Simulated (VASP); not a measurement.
CuO: single point with PBE

The system is CuO.

```
Cu O
1.0
    -2.34185    1.71130    0.00000
     0.85003    0.00000   -5.05787
    -2.34185   -5.13390    0.00000
Cu O
4 4
Direct
  0.24800 0.00060 0.24330
  0.74800 0.00060 0.74330
  0.99800 0.50060 0.49330
  0.49800 0.50060 0.99330
  0.70720 0.75060 0.28410
  0.20720 0.75060 0.78410
  0.78880 0.25060 0.20250
  0.30482 0.24579 0.75612
```

* Program: VASP 6.6.1
* Task: single point
* Functional: PBE
* Potentials or basis: VASP PAW PBE potentials, release 64 (Cu, O)
* Cutoff: 520 eV
* k mesh: 9 × 5 × 5
* Occupations: fermi-dirac, width 0.05 eV
* Spin: no spin polarisation

- Pressure: 9.7 GPa
- Largest force: 2.723 eV/Å
- Band gap on the k mesh: zero (band 34 reaches 5.98 eV, above the bottom of band 35 at 5.48 eV)

Forces in eV/Å, atoms in the order of the input:
```
Cu  -0.028  0.040 -0.033
Cu  -0.143 -0.486  0.387
Cu  -0.421 -0.248  0.426
Cu  -1.119 -1.372 -1.602
O    0.155  0.298 -0.161
O    0.190  0.438  0.248
O   -0.394 -0.618  0.008
O    1.760  1.947  0.726
```

Stress tensor (GPa, compression positive):
```
 8.49  1.20  1.74
 1.20  9.70  2.51
 1.74  2.51 10.82
```

Levels at points of the mesh, in eV from the Fermi level:
```
           k point  band 32  band 33  band 34  band 35  band 36  band 37
(0.00, 0.00, 0.00)    -1.43     0.10     0.22     0.32     0.96     1.75
```

Wall time 8.1 min on 1 thread of Intel Xeon 6975P-C (shared host), peak memory 0.41 GiB.

Caveat: semilocal functionals often make such compounds metallic where correlation or magnetic order opens a gap, which also shifts bond lengths; forces of over 1 eV/Å act on the atoms, so gaps and moduli don't describe the material at rest. With open d or f shells a metallic result of PBE can be an artefact of self-interaction; +U or a hybrid may open a gap.
